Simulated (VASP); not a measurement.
# Si3Sb2 (P-3m1) in VASP: a series of runs

Si3Sb2 is run at these levels: PBE; tasks: relaxation of cell and atoms.

All numbers are computed with VASP 6.6.1; they aren't measurements. Logs are shortened: lines on timing, memory, paths and dates and some standing lists are left out, and cuts for length are marked.

## Step 1: The cell of the first run

Symmetry: P-3m1, No. 164, trigonal system. The conventional cell has a = 4.177 Å, b = 4.177 Å, c = 6.498 Å, α = 90.00°, β = 90.00°, γ = 120.00°. Si (site symmetry -3m) has 6 Sb at 2.89 Å and 6 Si at 3.34 Å within 3.8 Å. Within 3.4 Å of Si (site symmetry 3m) lie 4 Sb at 2.52 to 2.60 Å and 6 Si at 3.06 to 3.34 Å. Within 3.3 Å of Sb (site symmetry 3m) lie 7 Si at 2.52 to 2.89 Å.

## Step 2: Relaxation of cell and atoms, PBE

Input file INCAR:

```
ALGO = Normal
EDIFF = 1E-7
EDIFFG = -0.04
ENCUT = 600
GGA = PE
IBRION = 2
ISIF = 3
ISMEAR = 0
LASPH = True
LCHARG = False
LREAL = False
LWAVE = False
NELM = 100
NSW = 90
PREC = Accurate
SIGMA = 0.1
```

Input file KPOINTS:

```
k-points
0
Gamma
  6 6 4
```

Input file POSCAR:

```
Si3Sb2
1.0
    4.1767117953      0.0000000000      0.0000000000
   -2.0883558977      3.6171385190      0.0000000000
    0.0000000000      0.0000000000      6.4982851029
Si Sb
3 2
Direct
    0.0000000000      0.0000000000      0.0000000000
    0.3333333333      0.6666666667      0.6450000000
    0.6666666667      0.3333333333      0.3550000000
    0.3333333333      0.6666666667      0.2450000000
    0.6666666667      0.3333333333      0.7550000000
```

Potentials or basis: VASP PAW PBE potentials, release 64 (Si, Sb).

On the command line:

```console
> cat potpaw_PBE.64/Si/POTCAR potpaw_PBE.64/Sb/POTCAR > POTCAR
> mpirun -np 1 vasp_std > vasp.out
```

OUTCAR:

```text
EDIFF = 1E-7
   EDIFFG = -0.04
   ENCUT = 600
   GGA = PE
   IBRION = 2
   ISIF = 3
   ISMEAR = 0
   LASPH = True
   LREAL = False
   NELM = 100
   NSW = 90
   PREC = Accurate

 ion  position               nearest neighbor table
   1  0.000  0.000  0.000-   4 2.89   5 2.89   5 2.89   4 2.89   5 2.89   4 2.89
   2  0.333  0.667  0.645-   5 2.52   5 2.52   5 2.52   4 2.60   3 3.06   3 3.06   3 3.06
   3  0.667  0.333  0.355-   4 2.52   4 2.52   4 2.52   5 2.60   2 3.06   2 3.06   2 3.06
   4  0.333  0.667  0.245-   3 2.52   3 2.52   3 2.52   2 2.60   1 2.89   1 2.89   1 2.89
   5  0.667  0.333  0.755-   2 2.52   2 2.52   2 2.52   3 2.60   1 2.89   1 2.89   1 2.89

  LATTYP: Found a hexagonal cell.
 ALAT       =     4.1767117953
 C/A-ratio  =     1.5558375635

  Lattice vectors:

 A1 = (   4.1767117953,   0.0000000000,   0.0000000000)
 A2 = (  -2.0883558977,   3.6171385190,   0.0000000000)
 A3 = (   0.0000000000,   0.0000000000,   6.4982851029)

Analysis of symmetry for initial positions (statically):
=====================================================================
 Subroutine PRICEL returns:
 Original cell was already a primitive cell.

 Routine SETGRP: Setting up the symmetry group for a
 hexagonal supercell.

 Subroutine GETGRP returns: Found 12 space group operations
 (whereof 12 operations were pure point group operations)
 out of a pool of 24 trial point group operations.

The static configuration has the point symmetry D_3d.

Analysis of symmetry for dynamics (positions and initial velocities):
=====================================================================
 Subroutine PRICEL returns:
 Original cell was already a primitive cell.

 Routine SETGRP: Setting up the symmetry group for a
 hexagonal supercell.

 Subroutine GETGRP returns: Found 12 space group operations
 (whereof 12 operations were pure point group operations)
 out of a pool of 24 trial point group operations.

The dynamic configuration has the point symmetry D_3d.

 Subroutine INISYM returns: Found 12 space group operations
 (whereof 12 operations are pure point group operations),
 and found     1 'primitive' translations

----------------------------------------------------------------------------------------

                                     Primitive cell

  volume of cell :      98.1744

  direct lattice vectors                    reciprocal lattice vectors
     4.176711795  0.000000000  0.000000000     0.239422792  0.138230813  0.000000000
    -2.088355898  3.617138519  0.000000000     0.000000000  0.276461627  0.000000000
     0.000000000  0.000000000  6.498285103     0.000000000  0.000000000  0.153886754

  length of vectors
     4.176711795  4.176711795  6.498285103     0.276461627  0.276461627  0.153886754

  position of ions in fractional coordinates (direct lattice)
     0.000000000  0.000000000  0.000000000
     0.333333333  0.666666667  0.645000000
     0.666666667  0.333333333  0.355000000
     0.333333333  0.666666667  0.245000000
     0.666666667  0.333333333  0.755000000

  ion indices of the primitive-cell ions
   primitive index   ion index
                 1           1
                 2           2
                 3           3
                 4           4
                 5           5

----------------------------------------------------------------------------------------

 KPOINTS: k-points

Automatic generation of k-mesh.
 Grid dimensions read from file:
 generate k-points for:    6    6    4

 Generating k-lattice:

  Cartesian coordinates                     Fractional coordinates (reciprocal lattice)
     0.039903799  0.023038469  0.000000000     0.166666667 -0.000000000  0.000000000
     0.000000000  0.046076938  0.000000000     0.000000000  0.166666667  0.000000000
     0.000000000  0.000000000  0.038471688     0.000000000  0.000000000  0.250000000

  Length of vectors
     0.046076938  0.046076938  0.038471688

  Shift w.r.t. Gamma in fractional coordinates (k-lattice)
     0.000000000  0.000000000  0.000000000

 Subroutine IBZKPT returns following result:
 ===========================================

 Found     24 irreducible k-points:

 Following reciprocal coordinates:
            Coordinates               Weight
  0.000000  0.000000  0.000000      1.000000
  0.166667  0.000000  0.000000      6.000000
  0.333333 -0.000000  0.000000      6.000000
  0.500000  0.000000  0.000000      3.000000
  0.166667  0.166667  0.000000      6.000000
  0.333333  0.166667  0.000000     12.000000
[... 16 lines left out ...]
  0.333333  0.166667  0.500000     12.000000
  0.333333  0.333333  0.500000      2.000000
   k-points           NKPTS =     24   k-points in BZ     NKDIM =     24   number of bands    NBANDS=     15
   number of dos      NEDOS =    301   number of ions     NIONS =      5
   total plane-waves  NPLWV =  69984
   dimension x,y,z NGX =    36 NGY =   36 NGZ =   54
   dimension x,y,z NGXF=    72 NGYF=   72 NGZF=  108
   ions per type =               3   2
   NGX,Y,Z   is equivalent  to a cutoff of  14.33, 14.33, 13.81 a.u.
   NGXF,Y,Z  is equivalent  to a cutoff of  28.66, 28.66, 27.63 a.u.
 SYSTEM =  unknown system
   PREC   = accura    normal or accurate (medium, high low for compatibility)
   ISTART =      0    job   : 0-new  1-cont  2-samecut
   ICHARG =      2    charge: 1-file 2-atom 10-const
   ISPIN  =      1    spin polarized calculation?
   LNONCOLLINEAR =      F non collinear calculations
   LSORBIT =      F    spin-orbit coupling
   LASPH  =      T    aspherical Exc in radial PAW
   ENCUT  =  600.0 eV  44.10 Ry    6.64 a.u.   8.34  8.34 12.98*2*pi/ulx,y,z
   NELM   =    100;   NELMIN=  2; NELMDL= -5     # of ELM steps
   EDIFF  = 0.1E-06   stopping-criterion for ELM
   LREAL  =      F    real-space projection
   EDIFFG = -.4E-01   stopping-criterion for IOM
   NSW    =     90    number of steps for IOM
   IBRION =      2    ionic relax: 0-MD 1-quasi-New 2-CG
   NFREE  =      1    steps in history (QN), initial steepest desc. (CG)
   ISIF   =      3    stress and relaxation
   ISYM   =      2    0-nonsym 1-usesym 2-fastsym
   POTIM  = 0.5000    time-step for ionic-motion
   TEBEG  =    0.0;   TEEND  =   0.0 temperature during run
   PSTRESS=    0.0 pullay stress
   NELECT =      22.0000    total number of electrons
   NUPDOWN=      -1.0000    fix difference up-down
   EMIN   =  10.00;   EMAX   =-10.00  energy-range for DOS
   EFERMI =   0.00;   METHOD = LEGACY
   ISMEAR =     0;   SIGMA  =   0.10  broadening in eV -4-tet -1-fermi 0-gaus
   EFERMI_NEDOS =   21; number of points for ismear=-14 and -15
   IALGO  =     38    algorithm
   IMIX   =      4    mixing-type and parameters
     AMIX     =   0.40;   BMIX     =  1.00
     AMIX_MAG =   1.60;   BMIX_MAG =  1.00
  volume/ion in A,a.u.               =      19.63       132.50
  Fermi-wavevector in a.u.,A,eV,Ry     =   0.994374  1.879094 13.453153  0.988779
  Thomas-Fermi vector in A             =   2.126320
   LORBIT       =      0    0 simple, 1 ext, 2 COOP (PROOUT), +10 PAW based schemes
   GGA     = PE    functional components
   LHFCALC =     F    Hartree Fock is set to
   AEXX    =    0.0000 exact exchange contribution
   IVDW    =     0    specifies the selected vdW correction
   LEPSILON=     F    determine dielectric tensor
   LRPA    =     F    only Hartree local field effects (RPA)
 conjugate gradient relaxation of ions
 non-spin polarized calculation
 Gauss-broadening in eV      SIGMA  =   0.10
  energy-cutoff  :      600.00
  volume of cell :       98.17
 maximum number of plane-waves:      3331
 NGX is ok and might be reduce to    36
   NGX = 17   NGY = 17   NGZ = 25

--------------------------------------- Ionic step        1  -------------------------------------------

 number of electron      22.0000000 magnetization

 Free energy of the ion-electron system (eV)
  ---------------------------------------------------
  ext. energy  EPLUGINS =         0.00000000
  ---------------------------------------------------
  free energy    TOTEN  =       -19.72870245 eV

  energy without entropy =      -19.71247513  energy(sigma->0) =      -19.72058879

 E-fermi :   9.3875     XC(G=0): -10.4798

 val. band max:        9.3809988834   @ k =   0.0000   0.0000   0.5000
 cond. band min:       9.4000241318   @ k =   0.0000   0.1667   0.2500
 fundamental gap:      0.0190252484
 Fermi energy:         9.3875276997

 k-point     1 :       0.0000    0.0000    0.0000
  band No.  band energies     occupation
      1      -5.0370      2.00000
      2      -2.4880      2.00000
      3      -0.1212      2.00000
      4       5.4784      2.00000
      5       5.4823      2.00000
      6       5.4823      2.00000
      7       7.1767      2.00000
      8       7.1767      2.00000
      9       7.4011      2.00000
     10       8.0784      2.00000
     11       8.4674      2.00000
     12       8.4674      2.00000
     13       9.0823      1.99998
     14      10.9273      0.00000
     15      10.9647      0.00000
[... 522 lines left out ...]
  FREE ENERGIE OF THE ION-ELECTRON SYSTEM (eV)
  ---------------------------------------------------
  free  energy   TOTEN  =       -21.2126512160 eV

  energy  without entropy=      -21.1916825675  energy(sigma->0) =      -21.20216689

[... ionic steps 4 to 7 ...]

--------------------------------------- Ionic step        8  -------------------------------------------

 number of electron      22.0000000 magnetization

------------------------ aborting loop because EDIFF is reached ----------------------------------------

  FORCE on cell =-STRESS in cart. coord.  units (eV):
  Direction    XX          YY          ZZ          XY          YZ          ZX
  --------------------------------------------------------------------------------------
  -------------------------------------------------------------------------------------
  Total       -0.2801088     -0.2801088     -0.1212365      0.0000000      0.0000000      0.0000000
  in kB       -3.7916800     -3.7916800     -1.6411121      0.0000000      0.0000000      0.0000000
  external PRESSURE =      -3.0748240 kB  Pullay stress =       0.0000000 kB
[... 63 lines left out ...]
  energy  without entropy=      -21.4047278220  energy(sigma->0) =      -21.41153269

--------------------------------------- Ionic step       10  -------------------------------------------

 number of electron      22.0000000 magnetization

 Free energy of the ion-electron system (eV)
  ---------------------------------------------------
  ext. energy  EPLUGINS =         0.00000000
  ---------------------------------------------------
  free energy    TOTEN  =       -21.41888894 eV

  energy without entropy =      -21.40546275  energy(sigma->0) =      -21.41217585

 E-fermi :   7.1129     XC(G=0):  -9.7488

 val. band max:        7.0921072042   @ k =   0.3333   0.1667   0.5000
 cond. band min:       7.1786529682   @ k =   0.0000   0.1667   0.2500
 fundamental gap:      0.0865457640
 Fermi energy:         7.1128590779

 k-point     1 :       0.0000    0.0000    0.0000
  band No.  band energies     occupation
      1      -5.6041      2.00000
      2      -2.8504      2.00000
      3      -1.2989      2.00000
      4       2.1182      2.00000
      5       3.7958      2.00000
      6       3.7958      2.00000
      7       3.9134      2.00000
      8       4.9714      2.00000
      9       4.9714      2.00000
     10       6.0201      2.00000
     11       6.1530      2.00000
     12       6.7775      2.00000
     13       6.7775      2.00000
     14       8.0631      0.00000
     15       8.2977      0.00000
[... 444 lines left out ...]
  FREE ENERGIE OF THE ION-ELECTRON SYSTEM (eV)
  ---------------------------------------------------
  free  energy   TOTEN  =       -21.4188889369 eV

  energy  without entropy=      -21.4054627545  energy(sigma->0) =      -21.41217585

 reached required accuracy - stopping structural energy minimisation
```

Run time: 6.4 min. Hardware: 1 thread of Intel Xeon 8259CL, shared host; peak memory 0.28 GiB.

What came out:

```yaml
Free_energy: -21.4189 eV
Relaxed_volume: 23.47 Å³/atom
Relaxed_cell: a = 4.612 Å, b = 4.612 Å, c = 6.371 Å, α = 90.00°, β = 90.00°, γ = 120.00°
Space_group_after_relaxing_to_0.1_Å: P-3m1 (No. 164)
Energy_gained_by_relaxing: 338.0 meV/atom
Ionic_steps: 10
Pressure_after_relaxing: 0.2 GPa
Largest_force_after_relaxing: 0.016 eV/Å
Band_gap_on_the_k_mesh: zero (bands 11 and 12 overlap by 2.00 eV)
```

Forces on the atoms (eV/Å):
```
Si   0.000  0.000  0.000
Si   0.000  0.000  0.016
Si   0.000  0.000 -0.016
Sb   0.000  0.000  0.001
Sb   0.000  0.000 -0.001
```

The path:
```csv
step,energy change (eV),largest force (eV/Å),pressure (GPa),volume (Å³)
1,0.0000,2.3179,20.16,98.17
2,-1.2572,0.3378,-5.16,137.56
3,-1.4839,0.5634,-0.40,123.31
4,-1.4848,0.5293,-0.74,124.11
5,-1.5541,0.4646,-0.62,122.90
6,-1.6689,0.3975,0.01,119.13
7,-1.6697,0.4097,0.19,118.50
8,-1.6893,0.0614,-0.31,118.36
9,-1.6896,0.0404,-0.26,118.38
10,-1.6902,0.0161,0.23,117.36
```

Final structure:
```xyz
5
Lattice="4.6119 0.0000 0.0000 -2.3060 3.9940 0.0000 0.0000 0.0000 6.3714" Properties=species:S:1:pos:R:3 pbc="T T T"
Si    4.6119    0.0000    0.0000
Si    0.0000    2.6627    4.0360
Si    2.3060    1.3313    2.3354
Sb    0.0000    2.6627    1.3297
Sb    2.3060    1.3313    5.0417
```

Caveat: the volume moved by over 15 % at a fixed basis, so the end points are rough; spin-orbit coupling is left out, which moves the levels of the heavy elements.

## Step 3: Relaxation of cell and atoms, PBE

This run uses another cell than the first one, of 24.56 Å³/atom.

Input file INCAR:

```
SYSTEM = Si3Sb2
ALGO     = Normal         ! electronic algorithm
EDIFF    = 1E-7           ! SCF threshold, eV
EDIFFG   = -0.01          ! ionic threshold
ENCUT    = 600            ! plane-wave cutoff, eV
GGA      = PE             ! functional
IBRION   = 2              ! ionic algorithm
ISIF     = 3              ! what is computed and relaxed
ISMEAR   = 0              ! smearing method
LASPH    = .True.         ! aspherical terms in the spheres
LCHARG   = .False.        ! write CHGCAR
LREAL    = .False.        ! projectors in reciprocal space
LWAVE    = .False.        ! write WAVECAR
NELM     = 80             ! most SCF steps
NSW      = 100            ! ionic steps
PREC     = Accurate       ! precision mode
SIGMA    = 0.1            ! smearing width, eV
```

Input file KPOINTS:

```
k-points
0
Gamma
  12 12 4
  0 0 0
```

Input file POSCAR:

```
Si3Sb2
1.0
    3.9499795594      0.0000000000      0.0000000000
   -1.9749897797      3.4207826428      0.0000000000
    0.0000000000      0.0000000000      9.0881619799
Si Sb
3 2
Direct
    0.0000000000      0.0000000000      0.0000000000
    0.3333333333      0.6666666667      0.4595015944
    0.6666666667      0.3333333333      0.5404984056
    0.3333333333      0.6666666667      0.1680165048
    0.6666666667      0.3333333333      0.8319834952
```

Potentials or basis: VASP PAW PBE potentials, release 64 (Si, Sb).

On the command line:

```console
> cat potpaw_PBE.64/Si/POTCAR potpaw_PBE.64/Sb/POTCAR > POTCAR
> mpirun -np 1 vasp_std > vasp.out
```

It took 11 min on 1 thread of Intel Xeon 8259CL, shared host; peak memory 0.39 GiB.

The run converged. Its results:

```
Free energy                           : -23.1203 eV
Relaxed volume                        : 24.68 Å³/atom
Relaxed cell                          : a = 3.983 Å, b = 3.983 Å, c = 8.984 Å, α = 90.00°, β = 90.00°, γ = 120.00°
Space group after relaxing (to 0.1 Å) : P-3m1 (No. 164)
Energy gained by relaxing             : 1.6 meV/atom
Ionic steps                           : 8
Pressure after relaxing               : 0.0 GPa
Largest force after relaxing          : 0.005 eV/Å
Band gap on the k mesh                : zero (bands 11 and 12 overlap by 0.80 eV)
```

Forces in eV/Å, atoms in the order of the input:
```
Si   0.000  0.000  0.000
Si   0.000  0.000 -0.005
Si   0.000  0.000  0.005
Sb   0.000  0.000  0.000
Sb   0.000  0.000  0.000
```

The path:
```csv
step,energy change (eV),largest force (eV/Å),pressure (GPa),volume (Å³)
1,0.0000,0.0986,0.18,122.80
2,-0.0048,0.0970,-0.03,123.28
3,-0.0069,0.0899,-0.28,123.90
4,-0.0078,0.0066,0.14,123.16
5,-0.0079,0.0263,0.02,123.36
6,-0.0081,0.0127,-0.01,123.42
7,-0.0081,0.0121,-0.01,123.42
8,-0.0081,0.0047,0.00,123.40
```

Final structure:
```cif
data_structure
_symmetry_space_group_name_H-M 'P 1'
_symmetry_Int_Tables_number 1
_cell_length_a 3.9825
_cell_length_b 3.9825
_cell_length_c 8.9838
_cell_angle_alpha 90.000
_cell_angle_beta 90.000
_cell_angle_gamma 120.000
_cell_volume 123.40
loop_
_atom_site_label
_atom_site_type_symbol
_atom_site_fract_x
_atom_site_fract_y
_atom_site_fract_z
_atom_site_occupancy
Si1 Si 0.00000 0.00000 0.00000 1
Si2 Si 0.33333 0.66667 0.45970 1
Si3 Si 0.66667 0.33333 0.54030 1
Sb1 Sb 0.33333 0.66667 0.16599 1
Sb2 Sb 0.66667 0.33333 0.83401 1
```

Levels at points of the mesh, in eV from the Fermi level:
| k point | band 7 | band 8 | band 9 | band 10 | band 11 | band 12 | band 13 | band 14 | band 15 |
| --- | --- | --- | --- | --- | --- | --- | --- | --- | --- |
| (0.00, 0.00, 0.00) | -1.83 | -0.94 | -0.94 | 0.29 | 0.29 | 0.51 | 0.75 | 1.96 | 1.96 |
| (0.50, 0.00, 0.00) | -3.37 | -2.94 | -2.91 | -2.58 | -0.51 | -0.17 | 0.25 | 0.52 | 1.61 |
| (0.00, 0.00, 0.50) | -1.77 | -1.31 | -0.79 | -0.79 | -0.03 | -0.03 | 0.51 | 1.76 | 2.27 |
| (0.50, 0.00, 0.50) | -4.24 | -3.12 | -2.96 | -2.63 | -0.59 | 0.26 | 0.40 | 1.12 | 2.85 |

Caveat: spin-orbit coupling is left out, which moves the levels of the heavy elements.

The gap in the log of VASP goes by the Fermi energy; the results here count the filled bands.